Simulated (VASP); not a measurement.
# Be3CdS2 in VASP: notebook

Be3CdS2 is run at these levels: PBE; tasks: single point, relaxation of cell and atoms.

Program: VASP 6.6.1. These are calculated values, not measurements. Logs are shortened: lines on timing, memory, paths and dates and some standing lists are left out, and cuts for length are marked.

### 1 The cell of the first run

It takes space group P6mm (No. 183, hexagonal). The conventional cell has a = 5.592 Å, b = 5.592 Å, c = 3.150 Å, α = 90.00°, β = 90.00°, γ = 120.00°. Be (site symmetry 2mm) has 4 S at 2.25 to 2.26 Å and 4 Be at 2.80 Å and 2 Cd at 2.80 Å within 3.0 Å. Within 3.7 Å of Cd (site symmetry 6mm) lie 6 Be at 2.80 Å and 2 Cd at 3.15 Å and 12 S at 3.59 Å. S (site symmetry 3m) has 6 Be at 2.25 to 2.26 Å within 3.0 Å.

The cell was generated, and may not be a known phase.

### 2 Single point, PBE

The input, INCAR:

```
SYSTEM = Be3CdS2
  ALGO = Normal
  EDIFF = 1E-6
  ENCUT = 600
  GGA = PE
  GGA_COMPAT = .False.
  ISIF = 2
  ISMEAR = 0
  LASPH = .True.
  LCHARG = .False.
  LREAL = .False.
  LWAVE = .False.
  NBANDS = 24
  NELM = 120
  PREC = Accurate
  SIGMA = 0.1
```

The input, KPOINTS:

```
k-points
0
Gamma
  6 6 6
  0 0 0
```

The input, POSCAR:

```
Be3CdS2
1.0
    5.5916317079      0.0000000031      0.0000000000
   -2.7958158566      4.8424951061      0.0000000000
    0.0000000000      0.0000000000      3.1495779552
Be Cd S
3 1 2
Direct
    0.5000000000      0.5000000000      0.5312648216
    0.5000000000      0.0000000000      0.5312648216
    0.0000000000      0.5000000000      0.5312648216
    0.0000000000      0.0000000000      0.5344456437
    0.6666666667      0.3333333333      1.0326984208
    0.3333333333      0.6666666667      1.0326984208
```

Potentials or basis: VASP PAW PBE potentials, release 64 (Be, Cd, S).

Launch:

```sh
> cat potpaw_PBE.64/Be/POTCAR potpaw_PBE.64/Cd/POTCAR potpaw_PBE.64/S/POTCAR > POTCAR
> mpirun -np 1 vasp_std > vasp.out
```

OUTCAR:

```text
SYSTEM = Be3CdS2
   EDIFF = 1E-6
   ENCUT = 600
   GGA = PE
   ISIF = 2
   ISMEAR = 0
   LASPH = .True.
   LREAL = .False.
   NELM = 120
   PREC = Accurate

 ion  position               nearest neighbor table
   1  0.500  0.500  0.531-   5 2.25   6 2.25   5 2.26   6 2.26   4 2.80   4 2.80
   2  0.500  0.000  0.531-   5 2.25   6 2.25   5 2.26   6 2.26   4 2.80   4 2.80
   3  0.000  0.500  0.531-   5 2.25   6 2.25   5 2.26   6 2.26   4 2.80   4 2.80
   4  0.000  0.000  0.534-   3 2.80   3 2.80   2 2.80   2 2.80   1 2.80   1 2.80
   5  0.667  0.333  0.033-   2 2.25   3 2.25   1 2.25   2 2.26   3 2.26   1 2.26
   6  0.333  0.667  0.033-   2 2.25   3 2.25   1 2.25   2 2.26   3 2.26   1 2.26

  LATTYP: Found a hexagonal cell.
 ALAT       =     5.5916317079
 C/A-ratio  =     0.5632663451

  Lattice vectors:

 A1 = (   5.5916317079,   0.0000000031,   0.0000000000)
 A2 = (  -2.7958158566,   4.8424951061,   0.0000000000)
 A3 = (   0.0000000000,   0.0000000000,   3.1495779552)

Analysis of symmetry for initial positions (statically):
=====================================================================
 Subroutine PRICEL returns:
 Original cell was already a primitive cell.

 Routine SETGRP: Setting up the symmetry group for a
 hexagonal supercell.

 Subroutine GETGRP returns: Found 12 space group operations
 (whereof 12 operations were pure point group operations)
 out of a pool of 24 trial point group operations.

The static configuration has the point symmetry C_6v.

Analysis of symmetry for dynamics (positions and initial velocities):
=====================================================================
 Subroutine PRICEL returns:
 Original cell was already a primitive cell.

 Routine SETGRP: Setting up the symmetry group for a
 hexagonal supercell.

 Subroutine GETGRP returns: Found 12 space group operations
 (whereof 12 operations were pure point group operations)
 out of a pool of 24 trial point group operations.

The dynamic configuration has the point symmetry C_6v.

 Subroutine INISYM returns: Found 12 space group operations
 (whereof 12 operations are pure point group operations),
 and found     1 'primitive' translations

----------------------------------------------------------------------------------------

                                     Primitive cell

  volume of cell :      85.2825

[... 98 lines left out ...]
   EDIFFG = 0.1E-04   stopping-criterion for IOM
   NSW    =      0    number of steps for IOM
   IBRION =     -1    ionic relax: 0-MD 1-quasi-New 2-CG
   NFREE  =      0    steps in history (QN), initial steepest desc. (CG)
   ISIF   =      2    stress and relaxation
   ISYM   =      2    0-nonsym 1-usesym 2-fastsym
   POTIM  = 0.5000    time-step for ionic-motion
   TEBEG  =    0.0;   TEEND  =   0.0 temperature during run
   PSTRESS=    0.0 pullay stress
   NELECT =      30.0000    total number of electrons
   NUPDOWN=      -1.0000    fix difference up-down
   EMIN   =  10.00;   EMAX   =-10.00  energy-range for DOS
   EFERMI =   0.00;   METHOD = LEGACY
   ISMEAR =     0;   SIGMA  =   0.10  broadening in eV -4-tet -1-fermi 0-gaus
   EFERMI_NEDOS =   21; number of points for ismear=-14 and -15
   IALGO  =     38    algorithm
   IMIX   =      4    mixing-type and parameters
     AMIX     =   0.40;   BMIX     =  1.00
     AMIX_MAG =   1.60;   BMIX_MAG =  1.00
  volume/ion in A,a.u.               =      14.21        95.92
  Fermi-wavevector in a.u.,A,eV,Ry     =   1.155656  2.183873 18.171133  1.335541
  Thomas-Fermi vector in A             =   2.292283
   LORBIT       =      0    0 simple, 1 ext, 2 COOP (PROOUT), +10 PAW based schemes
   GGA     = PE    functional components
   LHFCALC =     F    Hartree Fock is set to
   AEXX    =    0.0000 exact exchange contribution
   IVDW    =     0    specifies the selected vdW correction
   LEPSILON=     F    determine dielectric tensor
   LRPA    =     F    only Hartree local field effects (RPA)
 non-spin polarized calculation
 Gauss-broadening in eV      SIGMA  =   0.10
  energy-cutoff  :      600.00
  volume of cell :       85.28
 maximum number of plane-waves:      2868
 NGX is ok and might be reduce to    48
   NGX = 23   NGY = 23   NGZ = 13

 number of electron      30.0000002 magnetization

 Free energy of the ion-electron system (eV)
  ---------------------------------------------------
  ext. energy  EPLUGINS =         0.00000000
  ---------------------------------------------------
  free energy    TOTEN  =       -20.04437312 eV

  energy without entropy =      -20.02985753  energy(sigma->0) =      -20.03711533

 E-fermi :   6.0996     XC(G=0): -10.3696

 val. band max:        6.0336675243   @ k =   0.3333   0.0000   0.1667
 cond. band min:       6.1025222350   @ k =   0.1667   0.0000   0.0000
 fundamental gap:      0.0688547107
 Fermi energy:         6.0996486374

 k-point     1 :       0.0000    0.0000    0.0000
  band No.  band energies     occupation
      1     -10.0158      2.00000
      2      -8.5928      2.00000
      3      -3.3820      2.00000
      4      -3.2102      2.00000
      5      -3.2102      2.00000
      6      -2.7093      2.00000
[... 637 lines left out ...]
     23      11.1266      0.00000
     24      12.8024      0.00000

 [... further k-points ...]

------------------------ aborting loop because EDIFF is reached ----------------------------------------

  FORCE on cell =-STRESS in cart. coord.  units (eV):
  Direction    XX          YY          ZZ          XY          YZ          ZX
  --------------------------------------------------------------------------------------
  -------------------------------------------------------------------------------------
  Total        0.0384178      0.0384178      0.0526432      0.0000000      0.0000000      0.0000000
  in kB        0.7217436      0.7217436      0.9889921      0.0000000      0.0000000      0.0000000
  external PRESSURE =       0.8108264 kB  Pullay stress =       0.0000000 kB

 VOLUME and BASIS-vectors are now :
 -----------------------------------------------------------------------------
  energy-cutoff  :      600.00
  volume of cell :       85.28
      direct lattice vectors                 reciprocal lattice vectors
     5.591631708  0.000000003  0.000000000     0.178838674  0.103252557  0.000000000
    -2.795815857  4.842495106  0.000000000    -0.000000000  0.206505113  0.000000000
     0.000000000  0.000000000  3.149577955     0.000000000  0.000000000  0.317502857

 POSITION                                       TOTAL-FORCE (eV/Angst)
 -----------------------------------------------------------------------------------
      1.39791      2.42125      1.67326         0.000000      0.000000      0.004451
      2.79582      0.00000      1.67326         0.000000     -0.000000      0.004451
     -1.39791      2.42125      1.67326        -0.000000      0.000000      0.004451
      0.00000      0.00000      1.68328         0.000000      0.000000     -0.008303
      2.79582      1.61417      0.10299        -0.000000     -0.000000     -0.002525
     -0.00000      3.22833      0.10299        -0.000000      0.000000     -0.002525
 -----------------------------------------------------------------------------------
    total drift:                                0.000000      0.000000     -0.000028

  FREE ENERGIE OF THE ION-ELECTRON SYSTEM (eV)
  ---------------------------------------------------
  free  energy   TOTEN  =       -20.0443731204 eV

  energy  without entropy=      -20.0298575332  energy(sigma->0) =      -20.03711533
```

OSZICAR:

```text
N       E                     dE             d eps       ncg     rms          rms(c)
DAV:   1     0.166860986094E+03    0.16686E+03   -0.14900E+04  1344   0.127E+03
DAV:   2    -0.956617052422E+01   -0.17643E+03   -0.16389E+03  1600   0.270E+02
DAV:   3    -0.205263846899E+02   -0.10960E+02   -0.10833E+02  1784   0.694E+01
DAV:   4    -0.206953346093E+02   -0.16895E+00   -0.16869E+00  1624   0.893E+00
DAV:   5    -0.206987858840E+02   -0.34513E-02   -0.34501E-02  1832   0.128E+00    0.121E+01
DAV:   6    -0.200868394975E+02    0.61195E+00   -0.10294E+00  1656   0.133E+01    0.783E+00
DAV:   7    -0.200482822344E+02    0.38557E-01   -0.55345E-01  1688   0.427E+00    0.259E+00
DAV:   8    -0.200446146115E+02    0.36676E-02   -0.73367E-02  1576   0.250E+00    0.597E-01
DAV:   9    -0.200444958467E+02    0.11876E-03   -0.66122E-03  1744   0.843E-01    0.124E-01
DAV:  10    -0.200443604327E+02    0.13541E-03   -0.10138E-03  1648   0.302E-01    0.502E-02
DAV:  11    -0.200443754219E+02   -0.14989E-04   -0.12159E-04  1712   0.769E-02    0.139E-02
DAV:  12    -0.200443737952E+02    0.16266E-05   -0.22227E-05  1720   0.342E-02    0.664E-03
DAV:  13    -0.200443731204E+02    0.67479E-06   -0.45847E-06  1680   0.145E-02
   1 F= -.20044373E+02 E0= -.20037115E+02  d E =-.145156E-01
```

Wall time 1.7 min (1 thread of AMD EPYC 9755, shared host); peak memory 0.24 GiB.

What came out:

* Free energy: -20.0444 eV
* Pressure: 0.1 GPa
* Largest force: 0.008 eV/Å
* Band gap on the k mesh: zero (bands 15 and 16 overlap by 2.25 eV)

Forces in eV/Å, atoms in the order of the input:
```
Be   0.000  0.000  0.004
Be   0.000  0.000  0.004
Be   0.000  0.000  0.004
Cd   0.000  0.000 -0.008
S    0.000  0.000 -0.003
S    0.000  0.000 -0.003
```

Levels at points of the mesh, in eV from the Fermi level:
```
           k point  band 13  band 14  band 15  band 16  band 17  band 18
(0.00, 0.00, 0.00)    -4.06    -2.14     0.68     0.68     2.51     2.59
(0.50, 0.00, 0.00)    -3.05    -2.95    -0.22     0.18     2.04     3.20
(0.00, 0.00, 0.50)    -2.92    -1.53    -1.53    -0.59    -0.32    -0.32
(0.50, 0.00, 0.50)    -3.49    -2.40    -2.34     0.56     0.66     1.86
```

(Part 1 of 2 ends here.)

The gap in the log of VASP goes by the Fermi energy; the results here count the filled bands.